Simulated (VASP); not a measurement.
**PbS: single point with PBE**

PbS:

```
CELL_PARAMETERS angstrom
0.00000 2.98723 2.98723
2.98723 0.00000 2.98723
2.98723 2.98723 0.00000
ATOMIC_POSITIONS crystal
Pb 0.00000 0.00000 0.00000
S 0.50000 0.50000 0.50000
```

```yaml
Program: VASP 6.6.1
Task: single point
Functional: PBE
Potentials_or_basis: VASP PAW PBE potentials, release 64 (Pb_d, S)
Cutoff: 500 eV
k_mesh: 4 × 4 × 4
Occupations: gaussian, width 0.01 eV
Spin: no spin polarisation
```

- Pressure: 0.9 GPa
- Band gap on the k mesh: 0.44 eV, direct

Levels at points of the mesh, in eV from the valence-band top:
| k point | band 7 | band 8 | band 9 | band 10 | band 11 | band 12 | band 13 | band 14 |
| --- | --- | --- | --- | --- | --- | --- | --- | --- |
| (0.00, 0.00, 0.00) | -6.05 | -2.04 | -2.04 | -2.04 | 5.17 | 5.17 | 5.17 | 6.81 |
| (0.50, 0.00, 0.00) | -8.70 | -1.67 | -1.67 | 0.00 | 0.44 | 2.03 | 2.03 | 8.65 |
| (0.50, 0.50, 0.00) | -7.15 | -4.99 | -3.28 | -3.28 | 3.98 | 5.53 | 5.62 | 5.62 |

Wall time 10 s on 1 thread of AMD EPYC 7R13 Processor (Zen 3), with other jobs on the host, peak memory 0.14 GiB.

Caveat: the k points lie up to 0.46 Å⁻¹ apart; spin-orbit coupling is left out, which moves the levels of the heavy elements. A k mesh can miss the band edges.
